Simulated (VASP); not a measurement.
## N2: relaxation of the atoms with LDA

System: N2, in a box.

```
N
1.0
     9.00000    0.00000    0.00000
     0.00000    9.50000    0.00000
     0.00000    0.00000   10.00000
N
2
Direct
  0.50000 0.50000 0.44450
  0.50000 0.50000 0.55550
```

| Item | Value |
| --- | --- |
| Program | VASP 6.6.1 |
| Task | relaxation of the atoms |
| Functional | LDA |
| Potentials or basis | VASP PAW LDA potentials, release 64 (N) |
| Cutoff | 520 eV |
| k mesh | 1 × 1 × 1 |
| Occupations | gaussian, width 0.02 eV |
| Spin | no spin polarisation |
| Dipole correction | no |
| Further INCAR settings | ALGO = Normal; EDIFF = 1e-07; IBRION = 2; EDIFFG = -0.01; NSW = 60 |

* Energy gained by relaxing: 1.9 meV/atom
* Ionic steps: 4
* Gap between the frontier levels: 8.09 eV

The path:
```tsv
step	energy change (eV)	largest force (eV/Å)	pressure (GPa)
1	0.0000	1.0582	-0.08
2	0.8860	21.1616	1.32
3	-0.0038	0.0479	0.00
4	-0.0038	0.0014	-0.01
```

Final structure:
```
N
1.0
     9.00000    0.00000    0.00000
     0.00000    9.50000    0.00000
     0.00000    0.00000   10.00000
N
2
Direct
  0.50000 0.50000 0.44485
  0.50000 0.50000 0.55515
```

Levels at points of the mesh, in eV from the valence-band top:
```tsv
k point	band 3	band 4	band 5	band 6	band 7	band 8
(0.00, 0.00, 0.00)	-1.52	-1.52	0.00	8.09	8.09	10.05
```

It took 120 s on 1 thread of Intel Xeon 8259CL, with other jobs on the host, peak memory 0.53 GiB.

Caveat: the standard files for N, O and F lose accuracy on very short bonds.
